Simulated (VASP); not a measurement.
# Al (I4/mmm) in VASP: a series of runs

The runs below take Al through single point, with PBEsol.

All numbers are computed with VASP 6.6.1; they aren't measurements. Logs are shortened: lines on timing, memory, paths and dates and some standing lists are left out, and cuts for length are marked.

## 1. The cell of the first run

The structure is tetragonal, space group I4/mmm (No. 139). Conventional cell: a = 2.754 Å, b = 2.754 Å, c = 4.176 Å, α = 90.00°, β = 90.00°, γ = 90.00°. Within 3.6 Å of Al (site symmetry 4/mmm) lie 12 Al at 2.75 to 2.86 Å.

## 2. Single point, PBEsol (biaxial strain in the a-b plane: -3.0 %, then relaxed in part)

INCAR reads:

```
SYSTEM = Al
  PREC = Accurate
  ENCUT = 520
  EDIFF = 1E-7
  ISMEAR = 0
  SIGMA = 0.1
  LREAL = .False.
  LASPH = .True.
  NELM = 60
  ALGO = Normal
  ISIF = 2
  LWAVE = .False.
  LCHARG = .False.
  GGA = PS
  NBANDS = 10
```

KPOINTS reads:

```
regular mesh
0
Gamma
  18 18 14
  0 0 0
```

POSCAR reads:

```
Al
1.0
    1.9474654111      1.9474654111      0.0000000000
   -1.9474654111      1.9474654111      0.0000000000
    0.0000000000      0.0000000000      4.1761224903
Al
2
Direct
    0.0000000000      0.0000000000      0.0000000000
    0.5000000000      0.5000000000      0.5000000000
```

Potentials or basis: VASP PAW PBE potentials, release 64 (Al).

The run is started by

```
$ cat potpaw_PBE.64/Al/POTCAR > POTCAR
$ mpirun -np 1 vasp_std > vasp.out
```

OUTCAR:

```text
SYSTEM = Al
   PREC = Accurate
   ENCUT = 520
   EDIFF = 1E-7
   ISMEAR = 0
   LREAL = .False.
   LASPH = .True.
   NELM = 60
   ISIF = 2
   GGA = PS

 ion  position               nearest neighbor table
   1  0.000  0.000  0.000-   2 2.86   2 2.86   2 2.86   2 2.86   2 2.86   2 2.86   2 2.86   2 2.86

   2  0.500  0.500  0.500-   1 2.86   1 2.86   1 2.86   1 2.86   1 2.86   1 2.86   1 2.86   1 2.86

  LATTYP: Found a simple tetragonal cell.
 ALAT       =     2.7541319966
 C/A-ratio  =     1.5163116711

  Lattice vectors:

 A1 = (   1.9474654111,   1.9474654111,   0.0000000000)
 A2 = (  -1.9474654111,   1.9474654111,   0.0000000000)
 A3 = (   0.0000000000,   0.0000000000,   4.1761224903)

Analysis of symmetry for initial positions (statically):
=====================================================================
 Subroutine PRICEL returns following result:

  LATTYP: Found a body centered tetragonal cell.
 ALAT       =     2.7541319966
 C/A-ratio  =     1.5163116711

  Lattice vectors:

 A1 = (   1.9474654111,   0.0000000000,  -2.0880612452)
 A2 = (  -1.9474654111,   0.0000000000,  -2.0880612451)
 A3 = (   0.0000000000,   1.9474654111,   2.0880612451)

   2 primitive cells build up your supercell.

 Routine SETGRP: Setting up the symmetry group for a
 simple tetragonal supercell.

 Subroutine GETGRP returns: Found 16 space group operations
 (whereof 16 operations were pure point group operations)
 out of a pool of 16 trial point group operations.

The static configuration has the point symmetry D_4h.

Analysis of symmetry for dynamics (positions and initial velocities):
=====================================================================
 Subroutine PRICEL returns following result:

  LATTYP: Found a body centered tetragonal cell.
 ALAT       =     2.7541319966
 C/A-ratio  =     1.5163116711

  Lattice vectors:

 A1 = (   1.9474654111,   0.0000000000,  -2.0880612452)
 A2 = (  -1.9474654111,   0.0000000000,  -2.0880612451)
 A3 = (   0.0000000000,   1.9474654111,   2.0880612451)

   2 primitive cells build up your supercell.

 Routine SETGRP: Setting up the symmetry group for a
 simple tetragonal supercell.

 Subroutine GETGRP returns: Found 16 space group operations
 (whereof 16 operations were pure point group operations)
 out of a pool of 16 trial point group operations.

The dynamic configuration has the point symmetry D_4h.

 Subroutine INISYM returns: Found 16 space group operations
 (whereof 16 operations are pure point group operations),
 and found     2 'primitive' translations

----------------------------------------------------------------------------------------

                                     Primitive cell

  volume of cell :      15.8385

  direct lattice vectors                    reciprocal lattice vectors
     1.947465411  0.000000000 -2.088061245     0.256743969  0.256743969 -0.239456578
    -1.947465411  0.000000000 -2.088061245    -0.256743969  0.256743969 -0.239456578
     0.000000000  1.947465411  2.088061245     0.000000000  0.513487939  0.000000000

  length of vectors
     2.855279547  2.855279547  2.855279547     0.434941817  0.434941817  0.513487939

  position of ions in fractional coordinates (direct lattice)
     0.000000000  0.000000000  0.000000000

  ion indices of the primitive-cell ions
   primitive index   ion index
                 1           1

----------------------------------------------------------------------------------------

 KPOINTS: regular mesh

Automatic generation of k-mesh.
 Grid dimensions read from file:
 generate k-points for:   18   18   14

 Generating k-lattice:

  Cartesian coordinates                     Fractional coordinates (reciprocal lattice)
     0.014263554  0.014263554  0.000000000     0.055555556  0.000000000  0.000000000
    -0.014263554  0.014263554  0.000000000     0.000000000  0.055555556  0.000000000
     0.000000000  0.000000000  0.017104041     0.000000000  0.000000000  0.071428571

  Length of vectors
     0.020171711  0.020171711  0.017104041

  Shift w.r.t. Gamma in fractional coordinates (k-lattice)
     0.000000000  0.000000000  0.000000000

 Subroutine IBZKPT returns following result:
 ===========================================

 Found    440 irreducible k-points:

 Following reciprocal coordinates:
            Coordinates               Weight
  0.000000  0.000000  0.000000      1.000000
  0.055556  0.000000  0.000000      4.000000
  0.111111  0.000000  0.000000      4.000000
  0.166667  0.000000  0.000000      4.000000
  0.222222  0.000000  0.000000      4.000000
  0.277778  0.000000  0.000000      4.000000
[... 16 lines left out ...]
  0.277778  0.111111  0.000000      8.000000
  0.333333  0.111111  0.000000      8.000000
 [... further k-points ...]
   k-points           NKPTS =    440   k-points in BZ     NKDIM =    440   number of bands    NBANDS=     10
   number of dos      NEDOS =    301   number of ions     NIONS =      2
   total plane-waves  NPLWV =  12800
   dimension x,y,z NGX =    20 NGY =   20 NGZ =   32
   dimension x,y,z NGXF=    40 NGYF=   40 NGZF=   64
   ions per type =               2
   NGX,Y,Z   is equivalent  to a cutoff of  12.07, 12.07, 12.74 a.u.
   NGXF,Y,Z  is equivalent  to a cutoff of  24.14, 24.14, 25.48 a.u.
 SYSTEM =  Al
   PREC   = accura    normal or accurate (medium, high low for compatibility)
   ISTART =      0    job   : 0-new  1-cont  2-samecut
   ICHARG =      2    charge: 1-file 2-atom 10-const
   ISPIN  =      1    spin polarized calculation?
   LNONCOLLINEAR =      F non collinear calculations
   LSORBIT =      F    spin-orbit coupling
   LASPH  =      T    aspherical Exc in radial PAW
   ENCUT  =  520.0 eV  38.22 Ry    6.18 a.u.   5.12  5.12  7.76*2*pi/ulx,y,z
   NELM   =     60;   NELMIN=  2; NELMDL= -5     # of ELM steps
   EDIFF  = 0.1E-06   stopping-criterion for ELM
   LREAL  =      F    real-space projection
   EDIFFG = 0.1E-05   stopping-criterion for IOM
   NSW    =      0    number of steps for IOM
   IBRION =     -1    ionic relax: 0-MD 1-quasi-New 2-CG
   NFREE  =      0    steps in history (QN), initial steepest desc. (CG)
   ISIF   =      2    stress and relaxation
   ISYM   =      2    0-nonsym 1-usesym 2-fastsym
   POTIM  = 0.5000    time-step for ionic-motion
   TEBEG  =    0.0;   TEEND  =   0.0 temperature during run
   PSTRESS=    0.0 pullay stress
   NELECT =       6.0000    total number of electrons
   NUPDOWN=      -1.0000    fix difference up-down
   EMIN   =  10.00;   EMAX   =-10.00  energy-range for DOS
   EFERMI =   0.00;   METHOD = LEGACY
   ISMEAR =     0;   SIGMA  =   0.10  broadening in eV -4-tet -1-fermi 0-gaus
   EFERMI_NEDOS =   21; number of points for ismear=-14 and -15
   IALGO  =     38    algorithm
   IMIX   =      4    mixing-type and parameters
     AMIX     =   0.40;   BMIX     =  1.00
     AMIX_MAG =   1.60;   BMIX_MAG =  1.00
  volume/ion in A,a.u.               =      15.84       106.88
  Fermi-wavevector in a.u.,A,eV,Ry     =   0.940180  1.776683 12.026712  0.883938
  Thomas-Fermi vector in A             =   2.067566
   LORBIT       =      0    0 simple, 1 ext, 2 COOP (PROOUT), +10 PAW based schemes
   GGA     = PS    functional components
   LHFCALC =     F    Hartree Fock is set to
   AEXX    =    0.0000 exact exchange contribution
   IVDW    =     0    specifies the selected vdW correction
   LEPSILON=     F    determine dielectric tensor
   LRPA    =     F    only Hartree local field effects (RPA)
 non-spin polarized calculation
 Gauss-broadening in eV      SIGMA  =   0.10
  energy-cutoff  :      520.00
  volume of cell :       31.68
 maximum number of plane-waves:       876
   NGX = 11   NGY = 11   NGZ = 15

 number of electron       6.0000000 magnetization

 Free energy of the ion-electron system (eV)
  ---------------------------------------------------
  ext. energy  EPLUGINS =         0.00000000
  ---------------------------------------------------
  free energy    TOTEN  =        -8.16208115 eV

  energy without entropy =       -8.15866357  energy(sigma->0) =       -8.16037236

 E-fermi :   8.3843     XC(G=0): -10.4069

 val. band max:        8.3721764066   @ k =   0.3889   0.3333   0.0714
 cond. band min:       8.3916910194   @ k =   0.5000   0.4444   0.3571
 fundamental gap:      0.0195146128
 Fermi energy:         8.3842801197

 k-point     1 :       0.0000    0.0000    0.0000
  band No.  band energies     occupation
      1      -3.0329      2.00000
      2       4.7189      2.00000
      3       5.8159      2.00000
      4      14.2062      0.00000
      5      15.0659      0.00000
      6      15.0659      0.00000
      7      18.7077      0.00000
      8      20.7348      0.00000
      9      21.5325      0.00000
     10      21.5325      0.00000

 k-point     2 :       0.0556    0.0000    0.0000
  band No.  band energies     occupation
      1      -2.9727      2.00000
      2       4.7741      2.00000
      3       5.8741      2.00000
      4      13.0859      0.00000
      5      15.1166      0.00000
      6      15.7754      0.00000
      7      19.2653      0.00000
      8      20.1581      0.00000
      9      20.4886      0.00000
     10      21.5908      0.00000

 k-point     3 :       0.1111    0.0000    0.0000
  band No.  band energies     occupation
      1      -2.7923      2.00000
      2       4.9396      2.00000
      3       6.0478      2.00000
      4      11.4963      0.00000
      5      15.2686      0.00000
      6      16.3668      0.00000
      7      18.8411      0.00000
      8      19.0204      0.00000
      9      20.7020      0.00000
     10      21.7658      0.00000

 k-point     4 :       0.1667    0.0000    0.0000
  band No.  band energies     occupation
      1      -2.4922      2.00000
      2       5.2156      2.00000
      3       6.3320      2.00000
      4       9.8910      0.00000
      5      15.5221      0.00000
      6      16.8232      0.00000
      7      17.1803      0.00000
      8      17.7370      0.00000
      9      22.0571      0.00000
     10      22.5758      0.00000

 k-point     5 :       0.2222    0.0000    0.0000
  band No.  band energies     occupation
      1      -2.0731      2.00000
      2       5.6022      2.00000
      3       6.7006      2.00000
      4       8.3660      1.20406
      5      15.5913      0.00000
      6      15.8774      0.00000
      7      16.4205      0.00000
      8      17.3024      0.00000
      9      22.4641      0.00000
     10      23.6243      0.00000

 k-point     6 :       0.2778    0.0000    0.0000
  band No.  band energies     occupation
      1      -1.5362      2.00000
      2       6.0998      2.00000
      3       6.6095      2.00000
      4       7.4901      2.00000
      5      14.0980      0.00000
      6      15.1188      0.00000
      7      16.3348      0.00000
      8      17.8573      0.00000
      9      22.9862      0.00000
     10      23.5231      0.00000
[... 183 lines left out ...]
 k-point    21 :       0.1667    0.1111    0.0000
  band No.  band energies     occupation
      1      -2.2525      2.00000
      2       5.4365      2.00000
      3       6.5622      2.00000
      4       9.9388      0.00000
      5      12.6745      0.00000
      6      17.4045      0.00000
      7      17.5472      0.00000
      8      19.3494      0.00000
      9      19.9993      0.00000
     10      21.6341      0.00000

 k-point    22 :       0.2222    0.1111    0.0000
  band No.  band energies     occupation
      1      -1.8342      2.00000
      2       5.8233      2.00000
      3       6.9303      2.00000
      4       8.5240      0.04821
      5      12.9207      0.00000
      6      15.8146      0.00000
      7      16.4340      0.00000
      8      19.7410      0.00000
      9      20.6119      0.00000
     10      21.7314      0.00000

 k-point    23 :       0.2778    0.1111    0.0000
  band No.  band energies     occupation
      1      -1.2983      2.00000
      2       6.3211      2.00000
      3       6.8236      2.00000
      4       7.6976      2.00000
      5      13.3623      0.00000
      6      14.3208      0.00000
      7      15.2274      0.00000
      8      20.2442      0.00000
      9      20.9051      0.00000
     10      21.1858      0.00000

 k-point    24 :       0.3333    0.1111    0.0000
  band No.  band energies     occupation
      1      -0.6463      2.00000
      2       5.5555      2.00000
      3       6.9301      2.00000
      4       8.2113      1.98556
      5      12.9322      0.00000
      6      13.9380      0.00000
      7      14.0155      0.00000
      8      19.6321      0.00000
      9      20.8580      0.00000
     10      21.8079      0.00000

 [... further k-points ...]
[... 5 lines left out ...]
  --------------------------------------------------------------------------------------
  -------------------------------------------------------------------------------------
  Total        0.6719549      0.6719549      0.0106472      0.0000000      0.0000000     -0.0000000
  in kB       33.9866195     33.9866195      0.5385207      0.0000000      0.0000000     -0.0000000
  external PRESSURE =      22.8372532 kB  Pullay stress =       0.0000000 kB

 VOLUME and BASIS-vectors are now :
 -----------------------------------------------------------------------------
  energy-cutoff  :      520.00
  volume of cell :       31.68
      direct lattice vectors                 reciprocal lattice vectors
     1.947465411  1.947465411  0.000000000     0.256743969  0.256743969  0.000000000
    -1.947465411  1.947465411  0.000000000    -0.256743969  0.256743969  0.000000000
     0.000000000  0.000000000  4.176122490     0.000000000  0.000000000  0.239456578

 POSITION                                       TOTAL-FORCE (eV/Angst)
 -----------------------------------------------------------------------------------
      0.00000      0.00000      0.00000         0.000000     -0.000000      0.000000
      0.00000      1.94747      2.08806        -0.000000      0.000000     -0.000000
 -----------------------------------------------------------------------------------
    total drift:                               -0.000000     -0.000000     -0.000000

  FREE ENERGIE OF THE ION-ELECTRON SYSTEM (eV)
  ---------------------------------------------------
  free  energy   TOTEN  =        -8.1620811485 eV

  energy  without entropy=       -8.1586635651  energy(sigma->0) =       -8.16037236
```

Run time: 55 s. Hardware: 1 thread of Intel Xeon Platinum 8488C (Sapphire Rapids), shared host; peak memory 0.22 GiB.

Results:

```yaml
Free_energy: -8.1621 eV
Pressure: 2.3 GPa
Band_gap_on_the_k_mesh: zero (band 3 reaches 15.13 eV, above the bottom of band 4 at 3.97 eV)
```

Stress tensor (GPa, compression positive):
```
3.40 0.00 0.00
0.00 3.40 0.00
0.00 0.00 0.05
```

Caveat: the cell differs from its parent crystal (biaxial strain in the a-b plane: -3.0 %, then relaxed in part); the PAW data sets were made with another functional, which shifts forces and pressure a little.

(Continued in part 2 of 3.)
